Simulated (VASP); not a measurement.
TiTe2: single point with PBE

Crystal: TiTe2.

```
Ti Te
1.0
     3.77700    0.00000    0.00000
    -1.88850    3.27098    0.00000
     0.00000    0.00000    6.49800
Ti Te
1 2
Direct
  0.99097 0.98195 0.00712
  0.66667 0.33333 0.26280
  0.33333 0.66667 0.73720
```

This cell differs from its parent crystal: all Ti atoms moved +0.075 Å, as atom 1 towards its neighbour atom 2 (Te) at 2.770 Å.

| Quantity | Value |
| --- | --- |
| Program | VASP 6.6.1 |
| Task | single point |
| Functional | PBE |
| Potentials or basis | VASP PAW PBE potentials, release 64 (Ti_sv, Te) |
| Cutoff | 520 eV |
| k mesh | 12 × 12 × 8 |
| Occupations | gaussian, width 0.15 eV |
| Spin | no spin polarisation |
| Dipole correction | no |
| Further INCAR settings | ALGO = Normal; EDIFF = 1e-06; NBANDS = 19 |

```yaml
Pressure: 1.0 GPa
Largest_force: 0.553 eV/Å
Band_gap_on_the_k_mesh: zero (bands 12 and 13 overlap by 0.64 eV)
```

Forces on the atoms (eV/Å):
```
Ti   0.000  0.255 -0.491
Te   0.000 -0.164  0.303
Te   0.000 -0.091  0.187
```

Stress tensor (GPa, compression positive):
```
 0.60  0.00  0.00
 0.00  0.84 -0.22
 0.00 -0.22  1.69
```

Levels at points of the mesh, in eV from the Fermi level:
| k point | band 10 | band 11 | band 12 | band 13 | band 14 | band 15 |
| --- | --- | --- | --- | --- | --- | --- |
| (0.00, 0.00, 0.00) | 0.25 | 0.34 | 0.35 | 0.61 | 1.08 | 1.10 |
| (0.50, 0.00, 0.00) | -2.42 | -1.80 | -1.15 | 0.02 | 1.12 | 1.45 |
| (0.00, 0.50, 0.00) | -2.42 | -1.78 | -1.16 | 0.00 | 1.11 | 1.45 |
| (0.00, 0.00, 0.50) | -1.64 | 0.30 | 0.32 | 0.76 | 0.79 | 1.03 |
| (0.50, 0.00, 0.50) | -2.06 | -1.02 | -0.67 | -0.22 | 1.11 | 1.43 |
| (0.00, 0.50, 0.50) | -2.05 | -1.00 | -0.64 | -0.29 | 1.11 | 1.42 |

Wall time 9.2 min on 1 thread of Intel Xeon 8259CL, on a shared host, peak memory 0.56 GiB.

Caveat: the cell differs from its parent crystal (all Ti atoms moved +0.075 Å, as atom 1 towards its neighbour atom 2 (Te) at 2.770 Å); spin-orbit coupling is left out, which moves the levels of the heavy elements; this functional lacks dispersion, which binds the layers, so the pressure and a relaxed spacing across them are unreliable.
